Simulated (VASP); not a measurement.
# ZnO in VASP: a series of runs

The runs below take ZnO through single point, with r2SCAN.

All numbers are computed with VASP 6.6.1; they aren't measurements. Logs are shortened: lines on timing, memory, paths and dates and some standing lists are left out, and cuts for length are marked.

### 1 The cell of the first run

Symmetry: I4/mmm, No. 139, tetragonal system. Conventional cell: a = 2.992 Å, b = 2.992 Å, c = 4.313 Å, α = 90.00°, β = 90.00°, γ = 90.00°. Zn (site symmetry 4/mmm) has 6 O at 2.12 to 2.16 Å within 2.8 Å. O (site symmetry 4/mmm) has 6 Zn at 2.12 to 2.16 Å within 2.8 Å.

### 2 Single point, r2SCAN (epitaxial xy strain -0.8%)

POSCAR reads:

```
ZnO
1.0
    0.0000000000      2.1158467879      2.1562557145
    2.1158467879      0.0000000000      2.1562557145
    2.1158467879      2.1158467879      0.0000000000
Zn O
1 1
Direct
    0.0000000000      0.0000000000      0.0000000000
    0.5000000000      0.5000000000      0.5000000000
```

INCAR.step1 reads:

```
PREC = Accurate
ENCUT = 910
ISMEAR = 0
SIGMA = 0.01
LREAL = F
LASPH = T
NELM = 120
NBANDS = 16
GGA = PE
ALGO = Normal
EDIFF = 1E-5
LWAVE = T
LCHARG = F
GGA_COMPAT = F
```

INCAR.step2 reads:

```
PREC = Accurate
ENCUT = 910
EDIFF = 1E-6
ISMEAR = 0
SIGMA = 0.01
LREAL = F
LASPH = T
NELM = 120
ALGO = Normal
ISIF = 2
LWAVE = F
LCHARG = T
METAGGA = R2SCAN
LMIXTAU = T
LELF = T
LVHAR = T
NBANDS = 16
ISTART = 1
GGA_COMPAT = F
```

KPOINTS reads:

```
regular mesh
0
Gamma
  10 10 10
```

Potentials or basis: VASP PAW PBE potentials, release 64 (Zn, O_h).

Launch:

```console
> cat potpaw_PBE.64/Zn/POTCAR potpaw_PBE.64/O_h/POTCAR > POTCAR
> cp INCAR.step1 INCAR
> mpirun -np 1 vasp_std > vasp.out
> cp INCAR.step2 INCAR
> mpirun -np 1 vasp_std > vasp.out
```

OUTCAR:

```text
PREC = Accurate
   ENCUT = 910
   EDIFF = 1E-6
   ISMEAR = 0
   LREAL = F
   LASPH = T
   NELM = 120
   ISIF = 2
   METAGGA = R2SCAN
   ISTART = 1

 ion  position               nearest neighbor table
   1  0.000  0.000  0.000-   2 2.12   2 2.12   2 2.12   2 2.12   2 2.16   2 2.16
   2  0.500  0.500  0.500-   1 2.12   1 2.12   1 2.12   1 2.12   1 2.16   1 2.16

  LATTYP: Found a body centered tetragonal cell.
 ALAT       =     2.9922592234
 C/A-ratio  =     1.4412225369

  Lattice vectors:

 A1 = (  -2.1158467879,   0.0000000000,   2.1562557145)
 A2 = (   2.1158467879,   0.0000000000,   2.1562557145)
 A3 = (   0.0000000000,   2.1158467879,  -2.1562557145)

Analysis of symmetry for initial positions (statically):
=====================================================================
 Subroutine PRICEL returns:
 Original cell was already a primitive cell.

 Routine SETGRP: Setting up the symmetry group for a
 body centered tetragonal supercell.

 Subroutine GETGRP returns: Found 16 space group operations
 (whereof 16 operations were pure point group operations)
 out of a pool of 16 trial point group operations.

The static configuration has the point symmetry D_4h.

Analysis of symmetry for dynamics (positions and initial velocities):
=====================================================================
 Subroutine PRICEL returns:
 Original cell was already a primitive cell.

 Routine SETGRP: Setting up the symmetry group for a
 body centered tetragonal supercell.

 Subroutine GETGRP returns: Found 16 space group operations
 (whereof 16 operations were pure point group operations)
 out of a pool of 16 trial point group operations.

The dynamic configuration has the point symmetry D_4h.

 Subroutine INISYM returns: Found 16 space group operations
 (whereof 16 operations are pure point group operations),
 and found     1 'primitive' translations

----------------------------------------------------------------------------------------

                                     Primitive cell

  volume of cell :      19.3063

  direct lattice vectors                    reciprocal lattice vectors
     0.000000000  2.115846788  2.156255714    -0.236312007  0.236312007  0.231883443
     2.115846788  0.000000000  2.156255714     0.236312007 -0.236312007  0.231883443
     2.115846788  2.115846788  0.000000000     0.236312007  0.236312007 -0.231883443

  length of vectors
[... 82 lines left out ...]
   EDIFF  = 0.1E-05   stopping-criterion for ELM
   LREAL  =      F    real-space projection
   EDIFFG = 0.1E-04   stopping-criterion for IOM
   NSW    =      0    number of steps for IOM
   IBRION =     -1    ionic relax: 0-MD 1-quasi-New 2-CG
   NFREE  =      0    steps in history (QN), initial steepest desc. (CG)
   ISIF   =      2    stress and relaxation
   ISYM   =      2    0-nonsym 1-usesym 2-fastsym
   POTIM  = 0.5000    time-step for ionic-motion
   TEBEG  =    0.0;   TEEND  =   0.0 temperature during run
   PSTRESS=    0.0 pullay stress
   NELECT =      18.0000    total number of electrons
   NUPDOWN=      -1.0000    fix difference up-down
   EMIN   =  10.00;   EMAX   =-10.00  energy-range for DOS
   EFERMI =   0.00;   METHOD = LEGACY
   ISMEAR =     0;   SIGMA  =   0.01  broadening in eV -4-tet -1-fermi 0-gaus
   EFERMI_NEDOS =   21; number of points for ismear=-14 and -15
   IALGO  =     38    algorithm
   IMIX   =      4    mixing-type and parameters
     AMIX     =   0.40;   BMIX     =  1.00
     AMIX_MAG =   1.60;   BMIX_MAG =  1.00
  volume/ion in A,a.u.               =       9.65        65.14
  Fermi-wavevector in a.u.,A,eV,Ry     =   1.599310  3.022258 34.800898  2.557794
  Thomas-Fermi vector in A             =   2.696623
   LORBIT       =      0    0 simple, 1 ext, 2 COOP (PROOUT), +10 PAW based schemes
   METAGGA = R2SCAN    functional components
   LHFCALC =     F    Hartree Fock is set to
   AEXX    =    0.0000 exact exchange contribution
   IVDW    =     0    specifies the selected vdW correction
   LEPSILON=     F    determine dielectric tensor
   LRPA    =     F    only Hartree local field effects (RPA)
 non-spin polarized calculation
 Gauss-broadening in eV      SIGMA  =   0.01
  energy-cutoff  :      910.00
  volume of cell :       19.31
 maximum number of plane-waves:      1243
 NGX is ok and might be reduce to    30
   NGX = 15   NGY = 15   NGZ = 15

 number of electron      18.0000006 magnetization

 Free energy of the ion-electron system (eV)
  ---------------------------------------------------
  ext. energy  EPLUGINS =         0.00000000
  ---------------------------------------------------
  free energy    TOTEN  =       -17.95884504 eV

  energy without entropy =      -17.95884504  energy(sigma->0) =      -17.95884504

 E-fermi :   3.1344     XC(G=0): -13.1711

 val. band max:        2.9796746832   @ k =   0.5000  -0.0000   0.0000
 cond. band min:       4.5022665008   @ k =   0.0000   0.0000   0.0000
 fundamental gap:      1.5225918176
 Fermi energy:         3.1344442279

 k-point     1 :       0.0000    0.0000    0.0000
  band No.  band energies     occupation
      1     -16.7554      2.00000
      2      -2.0211      2.00000
      3      -1.9963      2.00000
      4      -1.9963      2.00000
      5      -1.8337      2.00000
      6      -1.7931      2.00000
[... 433 lines left out ...]
      3      -2.4191      2.00000
      4      -2.0038      2.00000
      5      -1.7561      2.00000
      6      -1.5634      2.00000
[... 8 lines left out ...]
     15      31.9617      0.00000
     16      32.1875      0.00000

 [... further k-points ...]

------------------------ aborting loop because EDIFF is reached ----------------------------------------

  FORCE on cell =-STRESS in cart. coord.  units (eV):
  Direction    XX          YY          ZZ          XY          YZ          ZX
  --------------------------------------------------------------------------------------
  -------------------------------------------------------------------------------------
  Total        0.3875875      0.3875875      0.1220309      0.0000000      0.0000000      0.0000000
  in kB       32.1648623     32.1648623     10.1270216      0.0000000      0.0000000      0.0000000
  external PRESSURE =      24.8189154 kB  Pullay stress =       0.0000000 kB

 VOLUME and BASIS-vectors are now :
 -----------------------------------------------------------------------------
  energy-cutoff  :      910.00
  volume of cell :       19.31
      direct lattice vectors                 reciprocal lattice vectors
     0.000000000  2.115846788  2.156255714    -0.236312007  0.236312007  0.231883443
     2.115846788  0.000000000  2.156255714     0.236312007 -0.236312007  0.231883443
     2.115846788  2.115846788  0.000000000     0.236312007  0.236312007 -0.231883443

 POSITION                                       TOTAL-FORCE (eV/Angst)
 -----------------------------------------------------------------------------------
      0.00000      0.00000      0.00000        -0.000000      0.000000     -0.000000
      2.11585      2.11585      2.15626         0.000000     -0.000000      0.000000
 -----------------------------------------------------------------------------------
    total drift:                                0.000000      0.000000      0.000000

  FREE ENERGIE OF THE ION-ELECTRON SYSTEM (eV)
  ---------------------------------------------------
  free  energy   TOTEN  =       -17.9588450449 eV

  energy  without entropy=      -17.9588450449  energy(sigma->0) =      -17.95884504
```

OUTCAR.step1:

```text
PREC = Accurate
   ENCUT = 910
   ISMEAR = 0
   LREAL = F
   LASPH = T
[... 678 lines left out ...]
 -----------------------------------------------------------------------------------
      0.00000      0.00000      0.00000        -0.000000      0.000000      0.000000
      2.11585      2.11585      2.15626         0.000000     -0.000000      0.000000
 -----------------------------------------------------------------------------------
    total drift:                                0.000000      0.000000      0.000000

  FREE ENERGIE OF THE ION-ELECTRON SYSTEM (eV)
  ---------------------------------------------------
  free  energy   TOTEN  =        -8.6020546304 eV

  energy  without entropy=       -8.6020546304  energy(sigma->0) =       -8.60205463
```

It took 2 min on 1 thread of Intel Xeon 6975P-C (Granite Rapids), shared host; peak memory 0.22 GiB.

What came out:

- Free energy: -17.9588 eV
- Pressure: 2.5 GPa
- Band gap on the k mesh: 1.52 eV (least direct gap 2.99 eV)

Caveat: the cell differs from its parent crystal (epitaxial xy strain -0.8%); the cutoff is under 1.25 times the usual one of these potentials, so pressure, stress and relaxed cells hold a basis-set (Pulay) error; the PAW data sets were made with another functional, which shifts forces and pressure a little.

### 3 Single point, r2SCAN (strain along [111] -3.1%)

POSCAR reads:

```
ZnO
1.0
   -0.0446669283      2.0891035314      2.0891035314
    2.0891035314     -0.0446669283      2.0891035314
    2.0891035314      2.0891035314     -0.0446669283
Zn O
1 1
Direct
    0.0000000000      0.0000000000      0.0000000000
    0.5000000000      0.5000000000      0.5000000000
```

INCAR.step1 reads:

```
PREC     = Accurate       # precision mode
ENCUT    = 910            # plane-wave cutoff, eV
ISMEAR   = 0              # smearing method
SIGMA    = 0.01           # smearing width, eV
LREAL    = False          # projectors in reciprocal space
LASPH    = True           # aspherical terms in the spheres
NELM     = 120            # most SCF steps
NBANDS   = 16             # bands
GGA      = PE             # functional
ALGO     = Normal         # electronic algorithm
EDIFF    = 1E-5           # SCF threshold, eV
LWAVE    = True           # write WAVECAR
LCHARG   = False          # write CHGCAR
GGA_COMPAT= False
```

INCAR.step2 reads:

```
PREC     = Accurate       # precision mode
ENCUT    = 910            # plane-wave cutoff, eV
EDIFF    = 1E-6           # SCF threshold, eV
ISMEAR   = 0              # smearing method
SIGMA    = 0.01           # smearing width, eV
LREAL    = False          # projectors in reciprocal space
LASPH    = True           # aspherical terms in the spheres
NELM     = 120            # most SCF steps
ALGO     = Normal         # electronic algorithm
ISIF     = 2              # what is computed and relaxed
LWAVE    = False          # write WAVECAR
LCHARG   = False          # write CHGCAR
METAGGA  = R2SCAN         # meta-GGA
LMIXTAU  = True         
NBANDS   = 16             # bands
ISTART   = 1            
GGA_COMPAT= False
```

KPOINTS is that of step 2.

Potentials or basis: VASP PAW PBE potentials, release 64 (Zn, O_h).

Launch:

```console
> cat potpaw_PBE.64/Zn/POTCAR potpaw_PBE.64/O_h/POTCAR > POTCAR
> cp INCAR.step1 INCAR
> mpirun -np 1 vasp_std > vasp.out
> cp INCAR.step2 INCAR
> mpirun -np 1 vasp_std > vasp.out
```

OUTCAR:

```text
PREC = Accurate
   ENCUT = 910
   EDIFF = 1E-6
   ISMEAR = 0
   LREAL = False
   LASPH = True
   NELM = 120
   ISIF = 2
   METAGGA = R2SCAN
   ISTART = 1

 ion  position               nearest neighbor table
   1  0.000  0.000  0.000-   2 2.11   2 2.11   2 2.11   2 2.11   2 2.11   2 2.11
   2  0.500  0.500  0.500-   1 2.11   1 2.11   1 2.11   1 2.11   1 2.11   1 2.11

  LATTYP: Found a trigonal (rhomboedric) cell.
 ALAT       =     2.9547761784
 COS(alpha) =     0.4785097193

  Lattice vectors:

[... 644 lines left out ...]
------------------------ aborting loop because EDIFF is reached ----------------------------------------

  FORCE on cell =-STRESS in cart. coord.  units (eV):
  Direction    XX          YY          ZZ          XY          YZ          ZX
  --------------------------------------------------------------------------------------
  -------------------------------------------------------------------------------------
  Total        0.9160266      0.9160266      0.9160266      0.2296669      0.2296669      0.2296669
  in kB       77.9832070     77.9832070     77.9832070     19.5520111     19.5520111     19.5520111
  external PRESSURE =      77.9832070 kB  Pullay stress =       0.0000000 kB

 VOLUME and BASIS-vectors are now :
 -----------------------------------------------------------------------------
  energy-cutoff  :      910.00
  volume of cell :       18.82
      direct lattice vectors                 reciprocal lattice vectors
    -0.044666928  2.089103531  2.089103531    -0.231794854  0.236859117  0.236859117
     2.089103531 -0.044666928  2.089103531     0.236859117 -0.231794854  0.236859117
     2.089103531  2.089103531 -0.044666928     0.236859117  0.236859117 -0.231794854

 POSITION                                       TOTAL-FORCE (eV/Angst)
 -----------------------------------------------------------------------------------
      0.00000      0.00000      0.00000         0.000000      0.000000      0.000000
      2.06677      2.06677      2.06677        -0.000000     -0.000000     -0.000000
 -----------------------------------------------------------------------------------
    total drift:                                0.000000      0.000000      0.000000

  FREE ENERGIE OF THE ION-ELECTRON SYSTEM (eV)
  ---------------------------------------------------
  free  energy   TOTEN  =       -17.9372357900 eV

  energy  without entropy=      -17.9372357900  energy(sigma->0) =      -17.93723579
```

OUTCAR.step1:

```text
PREC = Accurate
   ENCUT = 910
   ISMEAR = 0
   LREAL = False
   LASPH = True
[... 679 lines left out ...]
      0.00000      0.00000      0.00000         0.000000      0.000000     -0.000000
      2.06677      2.06677      2.06677        -0.000000     -0.000000      0.000000
 -----------------------------------------------------------------------------------
    total drift:                                0.000000      0.000000      0.000000

  FREE ENERGIE OF THE ION-ELECTRON SYSTEM (eV)
  ---------------------------------------------------
  free  energy   TOTEN  =        -8.5569177525 eV

  energy  without entropy=       -8.5569177525  energy(sigma->0) =       -8.55691775
```

OSZICAR.step1:

```text
N       E                     dE             d eps       ncg     rms          rms(c)
DAV:   1     0.140433455164E+03    0.14043E+03   -0.13524E+04  3872   0.255E+03
DAV:   2     0.121273691324E+01   -0.13922E+03   -0.12429E+03  4280   0.413E+02
DAV:   3    -0.992214868885E+01   -0.11135E+02   -0.10956E+02  4064   0.102E+02
DAV:   4    -0.100308500548E+02   -0.10870E+00   -0.10865E+00  4704   0.103E+01
DAV:   5    -0.100311665487E+02   -0.31649E-03   -0.31649E-03  4184   0.598E-01    0.100E+01
DAV:   6    -0.857866409234E+01    0.14525E+01   -0.26669E+00  5864   0.485E+01    0.688E+00
DAV:   7    -0.857161478529E+01    0.70493E-02   -0.42586E-01  4472   0.111E+01    0.383E+00
DAV:   8    -0.855853880587E+01    0.13076E-01   -0.64522E-02  4056   0.270E+00    0.602E-01
DAV:   9    -0.855681213835E+01    0.17267E-02   -0.42932E-03  5960   0.112E+00    0.940E-02
DAV:  10    -0.855690882719E+01   -0.96689E-04   -0.93181E-04  4072   0.328E-01    0.558E-02
DAV:  11    -0.855691775246E+01   -0.89253E-05   -0.42169E-05  4504   0.120E-01
   1 F= -.85569178E+01 E0= -.85569178E+01  d E =-.113513E-29
```

Wall time 5.2 min (1 thread of Intel Xeon Platinum 8259CL at 2.50GHz (Skylake/Cascade Lake), shared host); peak memory 0.23 GiB.

Results:

```yaml
Free_energy: -17.9372 eV
Pressure: 7.8 GPa
Band_gap_on_the_k_mesh: 1.69 eV (least direct gap 3.10 eV)
```

Stress tensor (GPa, compression positive):
```
7.80 1.96 1.96
1.96 7.80 1.96
1.96 1.96 7.80
```

Caveat: the cell differs from its parent crystal (strain along [111] -3.1%); the cutoff is under 1.25 times the usual one of these potentials, so pressure, stress and relaxed cells hold a basis-set (Pulay) error; the cell stands under pressure; the PAW data sets were made with another functional, which shifts forces and pressure a little. A k mesh can miss the band edges.
